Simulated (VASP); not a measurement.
# HfTiS3 (Pm-3m) in VASP: further runs

HfTiS3 is run at these levels: PBE; tasks: single point, relaxation of cell and atoms.

Program: VASP 6.6.1. These are calculated values, not measurements. Logs are shortened: lines on timing, memory, paths and dates and some standing lists are left out, and cuts for length are marked.

## 1. The cell of the first run

It takes space group Pm-3m (No. 221, cubic). Conventional cell: a = 4.601 Å, b = 4.601 Å, c = 4.601 Å, α = 90.00°, β = 90.00°, γ = 90.00°. Hf (site symmetry m-3m) has 12 S at 3.25 Å and 8 Ti at 3.98 Å within 4.3 Å. Ti (site symmetry m-3m) has 6 S at 2.30 Å within 3.0 Å. Within 3.0 Å of S (site symmetry 4/mmm) lie 2 Ti at 2.30 Å.

## 2. Single point, PBE, collinear spin

Contents of INCAR:

```
ALGO = Normal
EDIFF = 1E-7
ENCUT = 520
GGA = PE
ISIF = 2
ISMEAR = 0
ISPIN = 2
LASPH = T
LCHARG = T
LELF = T
LMAXMIX = 4
LORBIT = 11
LREAL = F
LVHAR = T
LWAVE = F
MAGMOM = 0.21 0 0 0 0
NBANDS = 32
NELM = 150
PREC = Accurate
SIGMA = 0.1
```

Contents of KPOINTS:

```
k-points
0
Gamma
  4 4 4
```

Contents of POSCAR:

```
HfTiS3
1.0
    4.6013710784      0.0000000000      0.0000000000
    0.0000000000      4.6013710784      0.0000000000
    0.0000000000      0.0000000000      4.6013710784
Hf Ti S
1 1 3
Direct
    0.0000000000      0.0000000000      0.0000000000
    0.5000000000      0.5000000000      0.5000000000
    0.0000000000      0.5000000000      0.5000000000
    0.5000000000      0.0000000000      0.5000000000
    0.5000000000      0.5000000000      0.0000000000
```

Potentials or basis: VASP PAW PBE potentials, release 64 (Hf_pv, Ti_sv, S).

Started as:

```console
$ cat potpaw_PBE.64/Hf_pv/POTCAR potpaw_PBE.64/Ti_sv/POTCAR potpaw_PBE.64/S/POTCAR > POTCAR
$ mpirun -np 1 vasp_std > vasp.out
```

OUTCAR:

```text
EDIFF = 1E-7
   ENCUT = 520
   GGA = PE
   ISIF = 2
   ISMEAR = 0
   ISPIN = 2
   LASPH = T
   LORBIT = 11
   LREAL = F
   NELM = 150
   PREC = Accurate

 ion  position               nearest neighbor table
   1  0.000  0.000  0.000-   3 3.25   4 3.25   5 3.25   3 3.25   4 3.25   3 3.25   5 3.25   3 3.25
                             4 3.25   5 3.25   4 3.25   5 3.25
   2  0.500  0.500  0.500-   3 2.30   4 2.30   5 2.30   5 2.30   4 2.30   3 2.30
   3  0.000  0.500  0.500-   2 2.30   2 2.30   1 3.25   1 3.25   1 3.25   1 3.25
   4  0.500  0.000  0.500-   2 2.30   2 2.30   1 3.25   1 3.25   1 3.25   1 3.25
   5  0.500  0.500  0.000-   2 2.30   2 2.30   1 3.25   1 3.25   1 3.25   1 3.25

  LATTYP: Found a simple cubic cell.
 ALAT       =     4.6013710784

  Lattice vectors:

 A1 = (   4.6013710784,   0.0000000000,   0.0000000000)
 A2 = (   0.0000000000,   4.6013710784,   0.0000000000)
 A3 = (   0.0000000000,   0.0000000000,   4.6013710784)

Analysis of symmetry for initial positions (statically):
=====================================================================
 Subroutine PRICEL returns:
 Original cell was already a primitive cell.

 Routine SETGRP: Setting up the symmetry group for a
 simple cubic supercell.

 Subroutine GETGRP returns: Found 48 space group operations
 (whereof 48 operations were pure point group operations)
 out of a pool of 48 trial point group operations.

The static configuration has the point symmetry O_h .

Analysis of symmetry for dynamics (positions and initial velocities):
=====================================================================
 Subroutine PRICEL returns:
 Original cell was already a primitive cell.

 Routine SETGRP: Setting up the symmetry group for a
 simple cubic supercell.

 Subroutine GETGRP returns: Found 48 space group operations
 (whereof 48 operations were pure point group operations)
 out of a pool of 48 trial point group operations.

The dynamic configuration has the point symmetry O_h .

Analysis of structural, dynamic, and magnetic symmetry:
=====================================================================
 Subroutine PRICEL returns:
 Original cell was already a primitive cell.

 Routine SETGRP: Setting up the symmetry group for a
 simple cubic supercell.

 Subroutine GETGRP returns: Found 48 space group operations
 (whereof 48 operations were pure point group operations)
 out of a pool of 48 trial point group operations.

The overall configuration has the point symmetry O_h .

 Subroutine INISYM returns: Found 48 space group operations
 (whereof 48 operations are pure point group operations),
 and found     1 'primitive' translations

----------------------------------------------------------------------------------------

                                     Primitive cell

  volume of cell :      97.4231

  direct lattice vectors                    reciprocal lattice vectors
     4.601371078  0.000000000  0.000000000     0.217326528  0.000000000  0.000000000
     0.000000000  4.601371078  0.000000000     0.000000000  0.217326528  0.000000000
     0.000000000  0.000000000  4.601371078     0.000000000  0.000000000  0.217326528

  length of vectors
     4.601371078  4.601371078  4.601371078     0.217326528  0.217326528  0.217326528

  position of ions in fractional coordinates (direct lattice)
     0.000000000  0.000000000  0.000000000
     0.500000000  0.500000000  0.500000000
     0.000000000  0.500000000  0.500000000
     0.500000000  0.000000000  0.500000000
     0.500000000  0.500000000  0.000000000

  ion indices of the primitive-cell ions
   primitive index   ion index
                 1           1
                 2           2
                 3           3
                 4           4
                 5           5

----------------------------------------------------------------------------------------

 KPOINTS: k-points

Automatic generation of k-mesh.
 Grid dimensions read from file:
 generate k-points for:    4    4    4

 Generating k-lattice:

  Cartesian coordinates                     Fractional coordinates (reciprocal lattice)
     0.054331632  0.000000000  0.000000000     0.250000000  0.000000000  0.000000000
     0.000000000  0.054331632  0.000000000     0.000000000  0.250000000  0.000000000
     0.000000000  0.000000000  0.054331632     0.000000000  0.000000000  0.250000000

  Length of vectors
     0.054331632  0.054331632  0.054331632

  Shift w.r.t. Gamma in fractional coordinates (k-lattice)
     0.000000000  0.000000000  0.000000000

 Subroutine IBZKPT returns following result:
 ===========================================

 Found     10 irreducible k-points:

 Following reciprocal coordinates:
            Coordinates               Weight
  0.000000  0.000000  0.000000      1.000000
  0.250000  0.000000  0.000000      6.000000
  0.500000  0.000000  0.000000      3.000000
  0.250000  0.250000  0.000000     12.000000
  0.500000  0.250000  0.000000     12.000000
  0.500000  0.500000  0.000000      3.000000
  0.250000  0.250000  0.250000      8.000000
  0.500000  0.250000  0.250000     12.000000
  0.500000  0.500000  0.250000      6.000000
  0.500000  0.500000  0.500000      1.000000
   k-points           NKPTS =     10   k-points in BZ     NKDIM =     10   number of bands    NBANDS=     32
   number of dos      NEDOS =    301   number of ions     NIONS =      5
   total plane-waves  NPLWV =  46656
   dimension x,y,z NGX =    36 NGY =   36 NGZ =   36
   dimension x,y,z NGXF=    72 NGYF=   72 NGZF=   72
   ions per type =               1   1   3
   NGX,Y,Z   is equivalent  to a cutoff of  13.01, 13.01, 13.01 a.u.
   NGXF,Y,Z  is equivalent  to a cutoff of  26.01, 26.01, 26.01 a.u.
 SYSTEM =  unknown system
   PREC   = accura    normal or accurate (medium, high low for compatibility)
   ISTART =      0    job   : 0-new  1-cont  2-samecut
   ICHARG =      2    charge: 1-file 2-atom 10-const
   ISPIN  =      2    spin polarized calculation?
   LNONCOLLINEAR =      F non collinear calculations
   LSORBIT =      F    spin-orbit coupling
   LASPH  =      T    aspherical Exc in radial PAW
   ENCUT  =  520.0 eV  38.22 Ry    6.18 a.u.   8.56  8.56  8.56*2*pi/ulx,y,z
   NELM   =    150;   NELMIN=  2; NELMDL= -5     # of ELM steps
   EDIFF  = 0.1E-06   stopping-criterion for ELM
   LREAL  =      F    real-space projection
   EDIFFG = 0.1E-05   stopping-criterion for IOM
   NSW    =      0    number of steps for IOM
   IBRION =     -1    ionic relax: 0-MD 1-quasi-New 2-CG
   NFREE  =      0    steps in history (QN), initial steepest desc. (CG)
   ISIF   =      2    stress and relaxation
   ISYM   =      2    0-nonsym 1-usesym 2-fastsym
   POTIM  = 0.5000    time-step for ionic-motion
   TEBEG  =    0.0;   TEEND  =   0.0 temperature during run
   PSTRESS=    0.0 pullay stress
   NELECT =      40.0000    total number of electrons
   NUPDOWN=      -1.0000    fix difference up-down
   EMIN   =  10.00;   EMAX   =-10.00  energy-range for DOS
   EFERMI =   0.00;   METHOD = LEGACY
   ISMEAR =     0;   SIGMA  =   0.10  broadening in eV -4-tet -1-fermi 0-gaus
   EFERMI_NEDOS =   21; number of points for ismear=-14 and -15
   IALGO  =     38    algorithm
   IMIX   =      4    mixing-type and parameters
     AMIX     =   0.40;   BMIX     =  1.00
     AMIX_MAG =   1.60;   BMIX_MAG =  1.00
  volume/ion in A,a.u.               =      19.48       131.49
  Fermi-wavevector in a.u.,A,eV,Ry     =   1.216767  2.299357 20.143737  1.480523
  Thomas-Fermi vector in A             =   2.352110
   LORBIT       =     11    0 simple, 1 ext, 2 COOP (PROOUT), +10 PAW based schemes
   GGA     = PE    functional components
   LHFCALC =     F    Hartree Fock is set to
   AEXX    =    0.0000 exact exchange contribution
   IVDW    =     0    specifies the selected vdW correction
   LEPSILON=     F    determine dielectric tensor
   LRPA    =     F    only Hartree local field effects (RPA)
 spin polarized calculation
 Gauss-broadening in eV      SIGMA  =   0.10
  energy-cutoff  :      520.00
  volume of cell :       97.42
 maximum number of plane-waves:      2657
 NGX is ok and might be reduce to    36
   NGX = 17   NGY = 17   NGZ = 17

 number of electron      40.0000003 magnetization      -0.0009618

 number of electron      40.0000003 magnetization       0.0013292

 Free energy of the ion-electron system (eV)
  ---------------------------------------------------
  ext. energy  EPLUGINS =         0.00000000
  ---------------------------------------------------
  free energy    TOTEN  =       -32.34451676 eV

  energy without entropy =      -32.31639753  energy(sigma->0) =      -32.33045715

 E-fermi :   6.6702     XC(G=0): -10.5118

 val. band max:        6.6643418253   @ k =   0.2500   0.2500   0.0000
 cond. band min:       6.8079056858   @ k =   0.5000   0.0000   0.0000
 fundamental gap:      0.1435638604
 Fermi energy:         6.6702126674

 spin component 1

 k-point     1 :       0.0000    0.0000    0.0000
  band No.  band energies     occupation
      1     -51.0370      1.00000
      2     -27.3614      1.00000
      3     -27.3614      1.00000
      4     -27.3614      1.00000
      5     -26.5305      1.00000
      6     -26.5305      1.00000
[... 24 lines left out ...]
     31      13.1978      0.00000
     32      14.4945      0.00000

 k-point     2 :       0.2500    0.0000    0.0000
  band No.  band energies     occupation
      1     -51.0369      1.00000
      2     -27.3672      1.00000
      3     -27.3612      1.00000
      4     -27.3612      1.00000
      5     -26.5333      1.00000
      6     -26.5304      1.00000
[... 24 lines left out ...]
     31      12.5205      0.00000
     32      14.0891      0.00000
[... 243 lines left out ...]
     31      13.6044      0.00000
     32      13.6087      0.00000

 k-point    10 :       0.5000    0.5000    0.5000
  band No.  band energies     occupation
      1     -51.0362      1.00000
      2     -27.3723      1.00000
      3     -27.3723      1.00000
      4     -27.3723      1.00000
      5     -26.5348      1.00000
      6     -26.5348      1.00000
[... 24 lines left out ...]
     31      13.6212      0.00000
     32      13.6212      0.00000
 Fermi energy:         6.6702126674

 spin component 2

 k-point     1 :       0.0000    0.0000    0.0000
  band No.  band energies     occupation
      1     -51.0368      1.00000
      2     -27.3612      1.00000
      3     -27.3612      1.00000
      4     -27.3612      1.00000
      5     -26.5301      1.00000
      6     -26.5301      1.00000
[... 24 lines left out ...]
     31      13.1980      0.00000
     32      14.4948      0.00000

 k-point     2 :       0.2500    0.0000    0.0000
  band No.  band energies     occupation
      1     -51.0367      1.00000
      2     -27.3670      1.00000
      3     -27.3610      1.00000
      4     -27.3610      1.00000
      5     -26.5329      1.00000
      6     -26.5300      1.00000
[... 24 lines left out ...]
     31      12.5209      0.00000
     32      14.0895      0.00000
[... 243 lines left out ...]
     31      13.6026      0.00000
     32      13.6089      0.00000

 k-point    10 :       0.5000    0.5000    0.5000
  band No.  band energies     occupation
      1     -51.0361      1.00000
      2     -27.3721      1.00000
      3     -27.3721      1.00000
      4     -27.3721      1.00000
      5     -26.5344      1.00000
      6     -26.5344      1.00000
[... 24 lines left out ...]
     31      13.6213      0.00000
     32      13.6213      0.00000

------------------------ aborting loop because EDIFF is reached ----------------------------------------

  FORCE on cell =-STRESS in cart. coord.  units (eV):
  Direction    XX          YY          ZZ          XY          YZ          ZX
  --------------------------------------------------------------------------------------
  -------------------------------------------------------------------------------------
  Total       -0.1127502     -0.1127502     -0.1127502      0.0000000     -0.0000000      0.0000000
  in kB       -1.8542404     -1.8542404     -1.8542404      0.0000000     -0.0000000      0.0000000
  external PRESSURE =      -1.8542404 kB  Pullay stress =       0.0000000 kB

 VOLUME and BASIS-vectors are now :
 -----------------------------------------------------------------------------
  energy-cutoff  :      520.00
  volume of cell :       97.42
      direct lattice vectors                 reciprocal lattice vectors
     4.601371078  0.000000000  0.000000000     0.217326528  0.000000000  0.000000000
     0.000000000  4.601371078  0.000000000     0.000000000  0.217326528  0.000000000
     0.000000000  0.000000000  4.601371078     0.000000000  0.000000000  0.217326528

 POSITION                                       TOTAL-FORCE (eV/Angst)
 -----------------------------------------------------------------------------------
      0.00000      0.00000      0.00000         0.000000      0.000000      0.000000
      2.30069      2.30069      2.30069         0.000000      0.000000      0.000000
      0.00000      2.30069      2.30069         0.000000      0.000000      0.000000
      2.30069      0.00000      2.30069         0.000000      0.000000      0.000000
      2.30069      2.30069      0.00000         0.000000      0.000000      0.000000
 -----------------------------------------------------------------------------------
    total drift:                                0.000000      0.000000      0.000000

  FREE ENERGIE OF THE ION-ELECTRON SYSTEM (eV)
  ---------------------------------------------------
  free  energy   TOTEN  =       -32.3445167612 eV

  energy  without entropy=      -32.3163975324  energy(sigma->0) =      -32.33045715

 total charge

# of ion       s       p       d       tot
------------------------------------------
    1        0.267   6.064   1.226   7.557
    2        2.203   6.237   2.003  10.443
    3        1.354   2.392   0.000   3.745
    4        1.354   2.392   0.000   3.745
    5        1.354   2.392   0.000   3.745
--------------------------------------------------
tot          6.531  19.476   3.229  29.236

 magnetization (x)

# of ion       s       p       d       tot
------------------------------------------
    1        0.000   0.000   0.001   0.001
    2        0.000   0.000   0.000   0.000
    3        0.000  -0.000   0.000  -0.000
    4        0.000  -0.000   0.000  -0.000
    5        0.000  -0.000   0.000  -0.000
--------------------------------------------------
tot          0.000  -0.000   0.001   0.001
```

Run time: 72 s. Hardware: 1 thread of AMD EPYC 9R45 (Zen 5), shared host; peak memory 0.23 GiB.

What came out:

```yaml
Free_energy: -32.3445 eV
Pressure: -0.2 GPa
Band_gap_on_the_k_mesh: zero (filled and empty bands overlap)
Net_moment: 0.00 μB per cell
Valence_electrons_inside_the_program's_atomic_spheres: Hf 7.56; Ti 10.44; S 3.75
```

Caveat: spin-orbit coupling is left out, which moves the levels of the heavy elements.

(Part 1 of 2 ends here.)

The gap in the log of VASP goes by the Fermi energy; the results here count the filled bands.